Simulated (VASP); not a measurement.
Runs of VASP 6.6.1 on Pt. The structure is that of space group Pm-3m (No. 221), or close to it. The cells are those of the table. This isn't the form of Pt at room conditions, which is fcc.

```csv
task,spin,cell,k mesh,gap on the mesh (eV),pressure (GPa)
single point,off,"a = 2.638 Å, 1 atom",14 × 14 × 14,none,-6.6
single point,off,"a = 2.496 Å, 1 atom",14 × 14 × 14,none,37.9
single point,off,"a = 2.672 Å, 1 atom",14 × 14 × 14,none,(a)
relaxation of cell and atoms,off,"relaxed from a = 2.536 Å, 1 atom",12 × 12 × 12,none,0.1
single point,off,"a = 2.569 Å, 1 atom",14 × 14 × 14,none,10.1
single point,off,"a = 2.604 Å, 1 atom",14 × 14 × 14,none,0.7
single point,off,"a = 2.604 Å, 1 atom",12 × 12 × 12,none,0.5
single point,off,"a = 2.604 Å, 1 atom",20 × 20 × 20,none,(b)
single point,off,"a = 2.533 Å, 1 atom",14 × 14 × 14,none,22.3
single point,"non-collinear, zero start, SOC","a = 2.604 Å, 1 atom",12 × 12 × 12,-,0.8
single point,off,"a = 2.704 Å, 1 atom",14 × 14 × 14,none,-16.6
```

Alike in all rows: level r2SCAN; potentials or basis VASP PAW PBE potentials, release 64 (Pt); cutoff (eV) 550; smearing fermi-dirac 0.1 eV.

Q: Estimate the missing entries.

A: (a) -12.3; (b) 0.6.

Caveats: the PAW data sets were made with another functional, which shifts forces and pressure a little; spin-orbit coupling is left out, which moves the levels of the heavy elements (at least some runs); the cell stands under tension (at least some runs); the cell stands under pressure (at least some runs).

A k mesh can miss the band edges, and rows without SOC leave out spin-orbit coupling on Pt.

A gap of «none» marks levels without a gap at the run's occupations.
